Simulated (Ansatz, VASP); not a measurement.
# Two plane-wave programs on K

The input INCAR:

```
PREC = Accurate
ENCUT = 520
EDIFF = 1E-7
ISMEAR = -1
SIGMA = 0.1
LREAL = False
LASPH = True
NELM = 80
ALGO = Normal
ISIF = 2
LWAVE = False
LCHARG = False
GGA = PE
NBANDS = 26
```

File KPOINTS:

```
Automatic mesh
0
Gamma
  6 6 4
```

The input POSCAR:

```
K
1.0
    4.5507464168      0.0000000000      0.0000000000
   -2.2753732084      3.9410620031      0.0000000000
    0.0000000000      0.0000000000     14.5736361949
K
4
Direct
    0.0000000000      0.0000000000      0.0000000000
    0.0000000000      0.0000000000      0.5000000000
    0.3333333333      0.6666666667      0.2500000000
    0.6666666667      0.3333333333      0.7500000000
```

Input for Ansatz:

```yaml
crystal:
  lattice:
    - [4.5507464168, 0.0, 0.0]
    - [-2.2753732084, 3.9410620031, 0.0]
    - [0.0, 0.0, 14.5736361949]
  atoms:
    - { symbol: K, position: [0.0, 0.0, 0.0] }
    - { symbol: K, position: [0.0, 0.0, 0.5] }
    - { symbol: K, position: [0.3333333333, 0.6666666667, 0.25] }
    - { symbol: K, position: [0.6666666667, 0.3333333333, 0.75] }
kpoints:
  mp_grid: { grid: [6, 6, 4] }
scf:
  occupations: { method: fermi_dirac, width: 0.1 }
hamiltonian:
  xc: pbe
  pseudopotentials: { kind: paw }
output:
  forces: true
  stress: true
  eigenvalues: true
  populations: true
  write_density: true
  write_potential: true
  elf: true
  volumetric_format: npy
```

Change from the starting cell: volume scaled by 0.88, PAW files.

Alike in both runs: task single point; functional PBE; k mesh 6 × 6 × 4; occupations fermi-dirac, width 0.1 eV; no spin polarisation.

|  | VASP | Ansatz |
| --- | --- | --- |
| version | VASP 6.6.1 | Ansatz 0.2.0 |
| potentials or method | VASP PAW PBE potentials, release 64 (K_sv) | PAW with Ansatz's default frozen-core files, scalar-relativistic |
| plane-wave cutoff (eV) | 520 | 420 |
| valence electrons in the cell | 36 | 36 |

```tsv
	VASP	Ansatz	Ansatz less VASP
pressure (GPa)	0.6	0.6	+0.01
```

With one functional, cell and mesh, what is left measures potentials, basis and numerics.
